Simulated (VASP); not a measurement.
Input of a VASP 6.6.1 run:

INCAR

```
SYSTEM = Sb
PREC = Accurate
ENCUT = 400
EDIFF = 1E-8
ISMEAR = -1
SIGMA = 0.05
LREAL = .False.
LASPH = .True.
NELM = 120
ALGO = Normal
ISIF = 2
LWAVE = .False.
LCHARG = .False.
GGA = PE
LEFG = .True.
NBANDS = 8
GGA_COMPAT = .False.
```

The input KPOINTS:

```
Automatic mesh
0
Gamma
  12 12 12
  0 0 0
```

File POSCAR:

```
Sb
1.0
    0.0000000000      2.3050000000      2.3280500000
    2.3050000000      0.0000000000      2.3280500000
    2.3050000000      2.3050000000      0.0000000000
Sb
1
Direct
    0.0000000000      0.0000000000      0.0000000000
```

Potentials or basis: VASP PAW PBE potentials, release 64 (Sb).

The run is started by

```sh
$ cat potpaw_PBE.64/Sb/POTCAR > POTCAR
$ mpirun -np 1 vasp_std > vasp.out
```

Estimate the pressure.

7.7 GPa.

Predict the band gap on the k mesh.

zero (an odd number of electrons rules out a gap without spin polarisation).

Stress tensor (GPa, compression positive):
```
7.62 0.00 0.00
0.00 7.62 0.00
0.00 0.00 7.81
```

Caveat: the cell differs from its parent crystal (zz strain of +1 %); the cell stands under pressure; without QUAD_EFG the Cq values of the log hold for a quadrupole moment of 1 mb, not for the nuclei; spin-orbit coupling is left out, which moves the levels of the heavy elements.
